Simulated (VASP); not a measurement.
Cl: single point with PBE

Crystal: Cl.

```
Cl
1.0
     3.18646    0.00000    0.00000
    -1.59323    2.75956    0.00000
     0.00000    0.00000    3.91103
Cl
2
Cartesian
  0.0000 1.8397 0.9778
  1.5932 0.9199 2.9333
```

This cell differs from its parent crystal: volume scaled by 0.75.

```json
{
  "Program": "VASP 6.6.1",
  "Task": "single point",
  "Functional": "PBE",
  "Potentials or basis": "VASP PAW PBE potentials, release 64 (Cl)",
  "Cutoff": "520 eV",
  "k mesh": "14 × 14 × 8",
  "Occupations": "fermi-dirac, width 0.08 eV",
  "Spin": "no spin polarisation"
}
```

```
Pressure               : 14.6 GPa
Band gap on the k mesh : zero (band 7 reaches 5.93 eV, above the bottom of band 8 at 3.80 eV)
```

Levels at points of the mesh, in eV from the Fermi level:
```tsv
k point	band 3	band 4	band 5	band 6	band 7	band 8	band 9	band 10	band 11	band 12
(0.00, 0.00, 0.00)	-6.17	-2.04	-2.04	0.03	0.03	1.62	6.93	10.06	12.18	12.18
(0.50, 0.00, 0.00)	-5.15	-3.89	-3.51	-2.67	-1.74	0.36	6.43	10.71	11.38	11.95
(0.00, 0.00, 0.50)	-2.14	-2.14	-1.02	-1.02	-1.02	-1.02	10.27	10.27	11.17	11.17
(0.50, 0.00, 0.50)	-6.42	-6.42	-1.96	-1.96	-0.02	-0.02	9.29	9.29	12.92	12.92
```

Run time: 51 s on 1 thread of Intel(R) Xeon(R) Platinum 8375C CPU @ 2.90GHz (Ice Lake), on a shared host, peak memory 0.17 GiB.
